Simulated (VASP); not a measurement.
Runs of VASP 6.6.1 on Bi. The structure is that of space group Pm-3m (No. 221), or close to it. The cells are those of the table. 

```tsv
cell	gap on the mesh (eV)	pressure (GPa)
a = 2.731 Å, 1 atom	none	90.6
a = 3.138 Å, 1 atom	none	(b)
a = 2.472 Å, 1 atom	none	281.0
a = 3.014 Å, 1 atom	none	20.6
a = 2.880 Å, 1 atom	none	(a)
a = 3.275 Å, 1 atom	none	-0.1
```

Alike in all rows: task single point; level PBE; potentials or basis VASP PAW PBE potentials, release 64 (Bi_d); no spin polarisation; k mesh 13 × 13 × 13; cutoff (eV) 520; smearing fermi-dirac 0.08 eV.

Task: Estimate the missing entries.

Result: (a) 44.3; (b) 7.9.

Caveats: spin-orbit coupling is left out, which moves the levels of the heavy elements.

A k mesh can miss the band edges, and the runs leave out spin-orbit coupling on Bi.

A gap of «none» marks levels without a gap at the run's occupations.
